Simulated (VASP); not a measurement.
# Si (a cell with a defect) in VASP: notebook

Si (a cell with a defect) is run at these levels: PBE; tasks: single point.

Everything below comes from runs of VASP 6.6.1. Logs are shortened: lines on timing, memory, paths and dates and some standing lists are left out, and cuts for length are marked.

### 1 The cell of the first run

The cell holds a defect, 31 atoms: a = 9.474 Å, b = 9.474 Å, c = 9.474 Å, α = 109.47°, β = 109.47°, γ = 109.47°.

### 2 Single point, PBE

Contents of INCAR:

```
SYSTEM = Si
ALGO = Normal
EDIFF = 1E-6
ENCUT = 520
GGA = PE
ISIF = 2
ISMEAR = 0
LASPH = .True.
LCHARG = .False.
LREAL = Auto
LWAVE = .False.
NBANDS = 83
NELECT = 122.0
NELM = 80
PREC = Accurate
SIGMA = 0.02
```

Contents of KPOINTS:

```
Automatic mesh
0
Gamma
  2 2 2
  0.5 0.5 0.5
```

Contents of POSCAR:

```
Si
1.0
    5.4700937548      5.4700937548      5.4700937548
    5.4700937548     -5.4700937548     -5.4700937548
   -5.4700937548      5.4700937548     -5.4700937548
Si
31
Direct
    0.7611147518      0.7500000000      0.2500000000
   -0.0008152455      0.7500000000     -0.0001784063
    0.7501784063      0.4993631608      0.5001784063
    0.2498215937      0.7500000000      0.7491847545
   -0.0008152455      0.4998215937      0.2500000000
    0.5000000000      0.7500000000      0.5111147518
    0.2388852482      0.4888852482     -0.0111147518
    0.7506368392      0.2508152455      0.7508152455
    0.0008152455      0.2508152455      0.5006368392
    0.5000000000      0.4998215937      0.7491847545
    0.7501784063      0.0001784063     -0.0006368392
    0.2498215937      0.2491847545      0.2500000000
    0.5000000000      0.2491847545     -0.0001784063
    0.0008152455      0.0006368392      0.7508152455
    0.2493631608      0.0001784063      0.5001784063
    0.5000000000      0.0111147518      0.2500000000
    0.7461651133      0.7500000000     -0.0030398401
    0.5000000000      0.4969601599      0.4961651133
    0.0000000000      0.7500000000      0.7500000000
    0.7461651133      0.4969601599      0.2500000000
    0.2469601599      0.7500000000      0.4961651133
    0.0007950466      0.5038348867      0.0038348867
    0.5000000000      0.2500000000      0.7500000000
    0.7530398401      0.2492049534      0.5030398401
    0.2538348867      0.5038348867      0.7507950466
    0.5000000000     -0.0038348867     -0.0030398401
    0.0000000000      0.2500000000      0.2500000000
    0.2538348867      0.2507950466      0.0038348867
    0.7530398401      0.0030398401      0.7492049534
   -0.0007950466      0.0030398401      0.5030398401
    0.2469601599     -0.0038348867      0.2500000000
```

Potentials or basis: VASP PAW PBE potentials, release 64 (Si).

Command:

```console
> cat potpaw_PBE.64/Si/POTCAR > POTCAR
> mpirun -np 1 vasp_std > vasp.out
```

OUTCAR:

```text
SYSTEM = Si
   EDIFF = 1E-6
   ENCUT = 520
   GGA = PE
   ISIF = 2
   ISMEAR = 0
   LASPH = .True.
   LREAL = Auto
   NELECT = 122.0
   NELM = 80
   PREC = Accurate

 ion  position               nearest neighbor table
   1  0.761  0.750  0.250-  17 2.35  20 2.35  30 2.35
   2  0.999  0.750  1.000-  22 2.35  31 2.35  19 2.37  17 2.39
   3  0.750  0.499  0.500-  18 2.35  20 2.35  19 2.37  24 2.39
   4  0.250  0.750  0.749-  25 2.35  26 2.35  19 2.37  21 2.39
   5  0.999  0.500  0.250-  21 2.35  22 2.35  27 2.37  20 2.39
   6  0.500  0.750  0.511-  18 2.35  21 2.35  29 2.35
   7  0.239  0.489  0.989-  22 2.35  25 2.35  28 2.35
   8  0.751  0.251  0.751-  24 2.35  29 2.35  23 2.37  22 2.39
   9  0.001  0.251  0.501-  24 2.35  30 2.35  27 2.37  25 2.39
  10  0.500  0.500  0.749-  17 2.35  25 2.35  23 2.37  18 2.39
  11  0.750  0.000  0.999-  17 2.35  26 2.35  27 2.37  29 2.39
  12  0.250  0.249  0.250-  18 2.35  28 2.35  27 2.37  31 2.39
  13  0.500  0.249  1.000-  20 2.35  28 2.35  23 2.37  26 2.39
  14  0.001  0.001  0.751-  29 2.35  30 2.35  19 2.37  28 2.39
  15  0.249  0.000  0.500-  21 2.35  31 2.35  23 2.37  30 2.39
  16  0.500  0.011  0.250-  24 2.35  26 2.35  31 2.35
  17  0.746  0.750  0.997-  10 2.35  11 2.35   1 2.35   2 2.39
  18  0.500  0.497  0.496-   3 2.35  12 2.35   6 2.35  10 2.39
  19  0.000  0.750  0.750-   2 2.37   3 2.37   4 2.37  14 2.37
  20  0.746  0.497  0.250-   3 2.35  13 2.35   1 2.35   5 2.39
  21  0.247  0.750  0.496-   5 2.35  15 2.35   6 2.35   4 2.39
  22  0.001  0.504  0.004-   2 2.35   5 2.35   7 2.35   8 2.39
  23  0.500  0.250  0.750-   8 2.37  10 2.37  13 2.37  15 2.37
  24  0.753  0.249  0.503-   8 2.35   9 2.35  16 2.35   3 2.39
  25  0.254  0.504  0.751-   4 2.35  10 2.35   7 2.35   9 2.39
  26  0.500  0.996  0.997-   4 2.35  11 2.35  16 2.35  13 2.39
  27  0.000  0.250  0.250-   5 2.37   9 2.37  11 2.37  12 2.37
  28  0.254  0.251  0.004-  12 2.35  13 2.35   7 2.35  14 2.39
  29  0.753  0.003  0.749-   8 2.35  14 2.35   6 2.35  11 2.39
  30  0.999  0.003  0.503-   9 2.35  14 2.35   1 2.35  15 2.39
  31  0.247  0.996  0.250-   2 2.35  15 2.35  16 2.35  12 2.39

  LATTYP: Found a body centered cubic cell.
 ALAT       =    10.9401875096

  Lattice vectors:

 A1 = (   5.4700937548,   5.4700937548,   5.4700937548)
 A2 = (   5.4700937548,  -5.4700937548,  -5.4700937548)
 A3 = (  -5.4700937548,   5.4700937548,  -5.4700937548)

Analysis of symmetry for initial positions (statically):
=====================================================================
 Subroutine PRICEL returns:
 Original cell was already a primitive cell.

 Routine SETGRP: Setting up the symmetry group for a
 body centered cubic supercell.

 Subroutine GETGRP returns: Found 24 space group operations
 (whereof  4 operations were pure point group operations)
 out of a pool of 48 trial point group operations.

The static configuration has the point symmetry S_4 .
 The point group associated with its full space group is T_d .

Analysis of symmetry for dynamics (positions and initial velocities):
=====================================================================
 Subroutine PRICEL returns:
 Original cell was already a primitive cell.

 Routine SETGRP: Setting up the symmetry group for a
 body centered cubic supercell.

 Subroutine GETGRP returns: Found 24 space group operations
 (whereof  4 operations were pure point group operations)
 out of a pool of 48 trial point group operations.

The dynamic configuration has the point symmetry S_4 .
 The point group associated with its full space group is T_d .

 Subroutine INISYM returns: Found 24 space group operations
 (whereof  4 operations are pure point group operations),
 and found     1 'primitive' translations

----------------------------------------------------------------------------------------

                                     Primitive cell

  volume of cell :     654.7030

  direct lattice vectors                    reciprocal lattice vectors
     5.470093755  5.470093755  5.470093755     0.091406112  0.091406112  0.000000000
     5.470093755 -5.470093755 -5.470093755     0.091406112  0.000000000 -0.091406112
    -5.470093755  5.470093755 -5.470093755     0.000000000  0.091406112 -0.091406112

  length of vectors
     9.474480305  9.474480305  9.474480305     0.129267763  0.129267763  0.129267763

  position of ions in fractional coordinates (direct lattice)
     0.761114752  0.750000000  0.250000000
     0.999184754  0.750000000  0.999821594
     0.750178406  0.499363161  0.500178406
     0.249821594  0.750000000  0.749184754
     0.999184754  0.499821594  0.250000000
     0.500000000  0.750000000  0.511114752
[... 23 lines left out ...]
     0.999204953  0.003039840  0.503039840
     0.246960160  0.996165113  0.250000000

  ion indices of the primitive-cell ions
   primitive index   ion index
                 1           1
                 2           2
                 3           3
                 4           4
                 5           5
                 6           6
[... 23 lines left out ...]
                30          30
                31          31

----------------------------------------------------------------------------------------

 KPOINTS: Automatic mesh

Automatic generation of k-mesh.
 Grid dimensions read from file:
 generate k-points for:    2    2    2

 Generating k-lattice:

  Cartesian coordinates                     Fractional coordinates (reciprocal lattice)
     0.045703056  0.045703056  0.000000000     0.500000000  0.000000000  0.000000000
     0.045703056  0.000000000 -0.045703056     0.000000000  0.500000000  0.000000000
     0.000000000  0.045703056 -0.045703056     0.000000000  0.000000000  0.500000000

  Length of vectors
     0.064633881  0.064633881  0.064633881

  Shift w.r.t. Gamma in fractional coordinates (k-lattice)
     0.500000000  0.500000000  0.500000000

 Subroutine IBZKPT returns following result:
 ===========================================

 Found      2 irreducible k-points:

 Following reciprocal coordinates:
            Coordinates               Weight
  0.250000  0.250000  0.250000      2.000000
 -0.250000  0.250000  0.250000      6.000000
   k-points           NKPTS =      2   k-points in BZ     NKDIM =      2   number of bands    NBANDS=     83
   number of dos      NEDOS =    301   number of ions     NIONS =     31
   total plane-waves  NPLWV = 343000
   dimension x,y,z NGX =    70 NGY =   70 NGZ =   70
   dimension x,y,z NGXF=   140 NGYF=  140 NGZF=  140
   ions per type =              31
   NGX,Y,Z   is equivalent  to a cutoff of  12.28, 12.28, 12.28 a.u.
   NGXF,Y,Z  is equivalent  to a cutoff of  24.57, 24.57, 24.57 a.u.
 SYSTEM =  Si
   PREC   = accura    normal or accurate (medium, high low for compatibility)
   ISTART =      0    job   : 0-new  1-cont  2-samecut
   ICHARG =      2    charge: 1-file 2-atom 10-const
   ISPIN  =      1    spin polarized calculation?
   LNONCOLLINEAR =      F non collinear calculations
   LSORBIT =      F    spin-orbit coupling
   LASPH  =      T    aspherical Exc in radial PAW
   ENCUT  =  520.0 eV  38.22 Ry    6.18 a.u.  17.62 17.62 17.62*2*pi/ulx,y,z
   NELM   =     80;   NELMIN=  2; NELMDL= -5     # of ELM steps
   EDIFF  = 0.1E-05   stopping-criterion for ELM
   LREAL  =      T    real-space projection
   EDIFFG = 0.1E-04   stopping-criterion for IOM
   NSW    =      0    number of steps for IOM
   IBRION =     -1    ionic relax: 0-MD 1-quasi-New 2-CG
   NFREE  =      0    steps in history (QN), initial steepest desc. (CG)
   ISIF   =      2    stress and relaxation
   ISYM   =      2    0-nonsym 1-usesym 2-fastsym
   POTIM  = 0.5000    time-step for ionic-motion
   TEBEG  =    0.0;   TEEND  =   0.0 temperature during run
   PSTRESS=    0.0 pullay stress
   NELECT =     122.0000    total number of electrons
   NUPDOWN=      -1.0000    fix difference up-down
   EMIN   =  10.00;   EMAX   =-10.00  energy-range for DOS
   EFERMI =   0.00;   METHOD = LEGACY
   ISMEAR =     0;   SIGMA  =   0.02  broadening in eV -4-tet -1-fermi 0-gaus
   EFERMI_NEDOS =   21; number of points for ismear=-14 and -15
   IALGO  =     38    algorithm
   IMIX   =      4    mixing-type and parameters
     AMIX     =   0.40;   BMIX     =  1.00
     AMIX_MAG =   1.60;   BMIX_MAG =  1.00
  volume/ion in A,a.u.               =      21.12       142.52
  Fermi-wavevector in a.u.,A,eV,Ry     =   0.935075  1.767036 11.896474  0.874366
  Thomas-Fermi vector in A             =   2.061946
   LORBIT       =      0    0 simple, 1 ext, 2 COOP (PROOUT), +10 PAW based schemes
   GGA     = PE    functional components
   LHFCALC =     F    Hartree Fock is set to
   AEXX    =    0.0000 exact exchange contribution
   IVDW    =     0    specifies the selected vdW correction
   LEPSILON=     F    determine dielectric tensor
   LRPA    =     F    only Hartree local field effects (RPA)
 non-spin polarized calculation
 Gauss-broadening in eV      SIGMA  =   0.02
  energy-cutoff  :      520.00
  volume of cell :      654.70
 maximum number of plane-waves:     17628
 NGX is ok and might be reduce to    70
   NGX = 35   NGY = 35   NGZ = 35

 number of electron     122.0000003 magnetization

 Free energy of the ion-electron system (eV)
  ---------------------------------------------------
  ext. energy  EPLUGINS =         0.00000000
  ---------------------------------------------------
  free energy    TOTEN  =      -174.97764090 eV

  energy without entropy =     -174.97764090  energy(sigma->0) =     -174.97764090

 E-fermi :   4.6831     XC(G=0):  -9.1364

 val. band max:        4.5549812982   @ k =   0.2500   0.2500   0.2500
 cond. band min:       5.2815998636   @ k =  -0.2500   0.2500   0.2500
 fundamental gap:      0.7266185654
 Fermi energy:         4.6830848155

 k-point     1 :       0.2500    0.2500    0.2500
  band No.  band energies     occupation
      1      -5.7070      2.00000
      2      -5.7070      2.00000
      3      -5.7070      2.00000
      4      -5.4405      2.00000
      5      -3.8391      2.00000
      6      -3.8391      2.00000
[... 65 lines left out ...]
     72       7.1250      0.00000
     73       7.1250      0.00000

 k-point     2 :      -0.2500    0.2500    0.2500
  band No.  band energies     occupation
      1      -6.1597      2.00000
      2      -5.2088      2.00000
      3      -5.2088      2.00000
      4      -5.1660      2.00000
      5      -4.9416      2.00000
      6      -4.4049      2.00000
[... 65 lines left out ...]
     72       7.6315      0.00000
     73       7.6315      0.00000
 [bands above 73 left out]

------------------------ aborting loop because EDIFF is reached ----------------------------------------

  FORCE on cell =-STRESS in cart. coord.  units (eV):
  Direction    XX          YY          ZZ          XY          YZ          ZX
  --------------------------------------------------------------------------------------
  -------------------------------------------------------------------------------------
  Total      -20.0154986    -20.0154986    -20.0154986     -0.0000000      0.0000000      0.0000000
  in kB      -48.9815693    -48.9815693    -48.9815693     -0.0000000      0.0000000      0.0000000
  external PRESSURE =     -48.9815693 kB  Pullay stress =       0.0000000 kB

 VOLUME and BASIS-vectors are now :
 -----------------------------------------------------------------------------
  energy-cutoff  :      520.00
  volume of cell :      654.70
      direct lattice vectors                 reciprocal lattice vectors
     5.470093755  5.470093755  5.470093755     0.091406112  0.091406112  0.000000000
     5.470093755 -5.470093755 -5.470093755     0.091406112  0.000000000 -0.091406112
    -5.470093755  5.470093755 -5.470093755     0.000000000  0.091406112 -0.091406112

 POSITION                                       TOTAL-FORCE (eV/Angst)
 -----------------------------------------------------------------------------------
      6.89842      1.42832     -1.30672         0.003771      0.003771      0.003771
      4.09909      6.83218     -4.10605        -0.005619      0.001961     -0.005619
      4.09909      4.10801     -1.36404        -0.005619     -0.001961      0.005619
      1.37101      1.36209     -6.83413         0.005619      0.001961      0.005619
      6.83218      4.09909      1.36404         0.001961     -0.005619     -0.005619
      4.04177      1.42832     -4.16337        -0.003771      0.003771     -0.003771
[... 23 lines left out ...]
      2.73070      8.20079      2.69744         0.012551      0.012551     -0.008795
      5.43249     -2.73070     -5.46574        -0.008795     -0.012551     -0.012551
 -----------------------------------------------------------------------------------
    total drift:                               -0.000000     -0.000000      0.000000

  FREE ENERGIE OF THE ION-ELECTRON SYSTEM (eV)
  ---------------------------------------------------
  free  energy   TOTEN  =      -174.9776409043 eV

  energy  without entropy=     -174.9776409043  energy(sigma->0) =     -174.97764090
```

Run time: 2.7 min. Hardware: 1 thread of AMD EPYC 9R45 (Zen 5), shared host; peak memory 0.62 GiB.

Results:

- Free energy: -174.9776 eV
- Largest force: 0.020 eV/Å

Forces on the atoms (eV/Å):
```
Si   0.004  0.004  0.004
Si  -0.006  0.002 -0.006
Si  -0.006 -0.002  0.006
Si   0.006  0.002  0.006
Si   0.002 -0.006 -0.006
Si  -0.004  0.004 -0.004
Si  -0.004 -0.004  0.004
Si   0.006  0.006  0.002
Si  -0.002  0.006 -0.006
Si   0.006 -0.006 -0.002
Si  -0.002 -0.006  0.006
Si   0.002  0.006  0.006
Si  -0.006  0.006 -0.002
Si   0.006 -0.002 -0.006
Si  -0.006 -0.006  0.002
Si   0.004 -0.004 -0.004
Si   0.013 -0.009  0.013
Si  -0.013  0.013  0.009
Si   0.000  0.000  0.000
Si  -0.009  0.013  0.013
Si  -0.013 -0.009 -0.013
Si  -0.013 -0.013 -0.009
Si   0.000  0.000  0.000
Si   0.013  0.009 -0.013
Si   0.009 -0.013  0.013
Si   0.013 -0.013  0.009
Si   0.000  0.000  0.000
Si  -0.013  0.009  0.013
Si   0.009  0.013 -0.013
Si   0.013  0.013 -0.009
Si  -0.009 -0.013 -0.013
```

Caveat: the cell carries a net charge on a neutralising background, which shifts energy and pressure; the cell is charged against a uniform background, so pressure and absolute levels hang on convention.

### 3 Single point, PBE

Contents of INCAR:

```
SYSTEM = Si
ALGO     = Normal         ! electronic algorithm
EDIFF    = 1E-6           ! SCF threshold, eV
ENCUT    = 520            ! plane-wave cutoff, eV
GGA      = PE             ! functional
ISIF     = 2              ! what is computed and relaxed
ISMEAR   = 0              ! smearing method
LASPH    = .True.         ! aspherical terms in the spheres
LCHARG   = .False.        ! write CHGCAR
LREAL    = Auto         
LWAVE    = .False.        ! write WAVECAR
NBANDS   = 83             ! bands
NELECT   = 122.0        
NELM     = 60             ! most SCF steps
PREC     = Accurate       ! precision mode
SIGMA    = 0.02           ! smearing width, eV
```

KPOINTS is that of step 2.

Contents of POSCAR:

```
Si
1.0
    5.4700937548      5.4700937548      5.4700937548
    5.4700937548     -5.4700937548     -5.4700937548
   -5.4700937548      5.4700937548     -5.4700937548
Si
31
Direct
    0.4888852438      0.7500000000      0.2500000000
    0.0030398369      0.7500000000      0.0038348786
    0.7500000000      0.5038348786      0.5030398369
    0.2500000000      0.7500000000      0.7500000000
    0.0030398369      0.5038348786      0.2500000000
    0.5038348786      0.7500000000      0.5030398369
    0.2507950417      0.4969601631     -0.0030398369
    0.7500000000      0.2500000000      0.7500000000
   -0.0038348786      0.2492049583      0.4961651214
    0.4969601631      0.4969601631      0.7507950417
    0.7500000000      0.0030398369      0.0038348786
    0.2500000000      0.2500000000      0.2500000000
    0.4969601631      0.2507950417     -0.0030398369
   -0.0038348786     -0.0038348786      0.7492049583
    0.2492049583     -0.0038348786      0.4961651214
    0.5038348786      0.0030398369      0.2500000000
    0.7500000000      0.7500000000     -0.0111147562
    0.4998215954      0.4998215954      0.5006368349
    0.0001784046      0.7500000000      0.7508152395
    0.7500000000      0.4888852438      0.2500000000
    0.2508152395      0.7500000000      0.5001784046
    0.0006368349      0.4998215954     -0.0001784046
    0.4993631651      0.2491847605      0.7491847605
    0.7500000000      0.2508152395      0.5001784046
    0.2491847605      0.4993631651      0.7491847605
    0.4998215954      0.0006368349     -0.0001784046
    0.0001784046      0.2508152395      0.2500000000
    0.2491847605      0.2491847605     -0.0006368349
    0.7500000000      0.0001784046      0.7508152395
    0.0111147562      0.0111147562      0.5111147562
    0.2508152395      0.0001784046      0.2500000000
```

Potentials or basis: VASP PAW PBE potentials, release 64 (Si).

Command:

```console
> cat potpaw_PBE.64/Si/POTCAR > POTCAR
> mpirun -np 1 vasp_std > vasp.out
```

Wall time 2.4 min (1 thread of AMD EPYC 9R45 (Zen 5), shared host); peak memory 0.65 GiB.

It converged, with:

| Quantity | Value |
| --- | --- |
| Free energy | -174.9777 eV |
| Largest force | 0.023 eV/Å |

Forces in eV/Å, atoms in the order of the input:
```
Si  -0.003 -0.003 -0.003
Si   0.015  0.010  0.015
Si  -0.015  0.015 -0.010
Si   0.000  0.000  0.000
Si   0.010  0.015  0.015
Si  -0.015  0.010 -0.015
Si  -0.015 -0.015  0.010
Si   0.000  0.000  0.000
Si   0.015 -0.010 -0.015
Si  -0.010 -0.015  0.015
Si   0.015 -0.015 -0.010
Si   0.000  0.000  0.000
Si  -0.015 -0.010  0.015
Si  -0.010  0.015 -0.015
Si   0.015  0.015  0.010
Si   0.010 -0.015 -0.015
Si   0.003 -0.003  0.003
Si   0.001  0.007 -0.007
Si  -0.007 -0.001 -0.007
Si  -0.003  0.003  0.003
Si   0.007 -0.001  0.007
Si   0.007  0.007 -0.001
Si  -0.007 -0.007 -0.001
Si   0.007 -0.007  0.001
Si  -0.007  0.001  0.007
Si   0.007  0.001 -0.007
Si  -0.001 -0.007 -0.007
Si   0.001 -0.007  0.007
Si  -0.007  0.007  0.001
Si   0.003  0.003 -0.003
Si  -0.001  0.007  0.007
```

Levels at points of the mesh, in eV from the Fermi level:
| k point | band 57 | band 58 | band 59 | band 60 | band 61 | band 62 | band 63 | band 64 | band 65 | band 66 |
| --- | --- | --- | --- | --- | --- | --- | --- | --- | --- | --- |
| (0.25, 0.25, 0.25) | -0.17 | -0.17 | -0.13 | -0.13 | -0.13 | 1.12 | 1.12 | 1.12 | 2.20 | 2.20 |

Caveat: the cell carries a net charge on a neutralising background, which shifts energy and pressure; the cell is charged against a uniform background, so pressure and absolute levels hang on convention.

[end of part 1 of 2]
